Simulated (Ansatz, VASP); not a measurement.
**BeS in VASP and in Ansatz**

INCAR

```
PREC = Accurate ; ENCUT = 520
EDIFF = 1E-7 ; ISMEAR = 0
SIGMA = 0.05 ; LREAL = F
LASPH = T ; NELM = 80
ALGO = Normal ; ISIF = 2
LWAVE = F ; LCHARG = F
GGA = PS ; NBANDS = 11
```

File KPOINTS:

```
regular mesh
0
Gamma
  10 10 10
```

File POSCAR:

```
BeS
1.0
    0.0000000000      2.3865247326      2.4643997652
    2.4643997652      0.0000000000      2.4643997652
    2.4643997652      2.3865247326      0.0000000000
Be S
1 1
Direct
    0.0000000000      0.0000000000      0.0000000000
    0.7500000000      0.7500000000      0.7500000000
```

Input for Ansatz:

```yaml
crystal:
  lattice:
    - [0.0, 2.3865247326, 2.4643997652]
    - [2.4643997652, 0.0, 2.4643997652]
    - [2.4643997652, 2.3865247326, 0.0]
  atoms:
    - { symbol: Be, position: [0.0, 0.0, 0.0] }
    - { symbol: S, position: [0.75, 0.75, 0.75] }
basis:
  ecutwfc: 520.0
kpoints:
  mp_grid: { grid: [10, 10, 10] }
hamiltonian:
  xc: pbesol
scf:
  occupations: { method: gaussian, width: 0.05 }
output:
  forces: true
  stress: true
  eigenvalues: true
```

Alike in both runs: task single point; functional PBEsol; k mesh 10 × 10 × 10; occupations gaussian, width 0.05 eV; no spin polarisation.

```csv
,VASP,Ansatz
version,VASP 6.6.1,Ansatz 0.2.0
potentials or method,"VASP PAW PBE potentials, release 64 (Be, S), cutoff 520 eV","scalar-relativistic, plane waves, PAW"
valence electrons in the cell,8,8
```

VASP gave:

| Quantity | Value |
| --- | --- |
| gap on the k mesh at the Fermi level (eV) | 2.70 |
| least direct gap on the mesh (eV) | 5.46 |
| pressure (GPa) | -2.1 |
| traceless stress, the component that is largest in VASP (GPa) | 1.88 |

Problem. Estimate Ansatz's values.

Solution. gap on the k mesh at the Fermi level (eV): 2.70; least direct gap on the mesh (eV): 5.46; pressure (GPa): -2.2; traceless stress, the component that is largest in VASP (GPa): 1.89.

VASP's potentials were made for PBE, not for PBEsol. The functional is the same, so the differences come from potentials, cutoffs and numerics.
